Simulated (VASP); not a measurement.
Si3Te: relaxation of cell and atoms with PBE

The system is Si3Te.

```
Si Te
1.0
     0.00000    3.29617    3.29617
     3.29617    0.00000    3.29617
     3.29617    3.29617    0.00000
Si Te
3 1
Direct
  0.50000 0.50000 0.50000
  0.25000 0.25000 0.25000
  0.75000 0.75000 0.75000
  0.00000 0.00000 0.00000
```

```
Program                : VASP 6.6.1
Task                   : relaxation of cell and atoms
Functional             : PBE
Potentials or basis    : VASP PAW PBE potentials, release 64 (Si, Te)
Cutoff                 : 600 eV
k mesh                 : 12 × 12 × 12
Occupations            : gaussian, width 0.1 eV
Spin                   : no spin polarisation
Dipole correction      : no
Further INCAR settings : ALGO = Normal; EDIFF = 1e-06; IBRION = 2; EDIFFG = -0.01; NSW = 100; ISIF = 3
```

```yaml
Relaxed_volume: 18.65 Å³/atom
Relaxed_cell: a = 4.725 Å, b = 4.725 Å, c = 4.725 Å, α = 60.00°, β = 60.00°, γ = 60.00°
Space_group_after_relaxing_to_0.05_Å: Fm-3m (No. 225)
Energy_gained_by_relaxing: 6.7 meV/atom
Ionic_steps: 3
Pressure_after_relaxing: 0.0 GPa
```

Step by step:
| step | energy change (eV) | largest force (eV/Å) | pressure (GPa) | volume (Å³) |
| --- | --- | --- | --- | --- |
| 1 | 0.0000 | 0.0000 | 3.03 | 71.62 |
| 2 | -0.0259 | 0.0000 | -0.53 | 75.19 |
| 3 | -0.0270 | 0.0000 | 0.01 | 74.58 |

Final structure:
```
Si Te
1.0
     0.00000    3.34096    3.34096
     3.34096    0.00000    3.34096
     3.34096    3.34096    0.00000
Si Te
3 1
Direct
  0.50000 0.50000 0.50000
  0.25000 0.25000 0.25000
  0.75000 0.75000 0.75000
  0.00000 0.00000 0.00000
```

Levels at points of the mesh, in eV from the Fermi level:
```tsv
k point	band 7	band 8	band 9	band 10	band 11	band 12
(0.00, 0.00, 0.00)	-2.40	-2.40	-2.40	-1.79	-1.05	-1.05
(0.50, 0.00, 0.00)	-3.14	-3.14	0.22	0.94	2.26	2.26
(0.50, 0.50, 0.00)	1.28	1.28	1.68	2.17	2.17	2.26
```

Wall time 85 s on 1 thread of Intel(R) Xeon(R) 6975P-C (Granite Rapids), with other jobs on the host, peak memory 0.29 GiB.

Caveat: the bands computed are all filled at some k points, so no gap is given; spin-orbit coupling is left out, which moves the levels of the heavy elements.
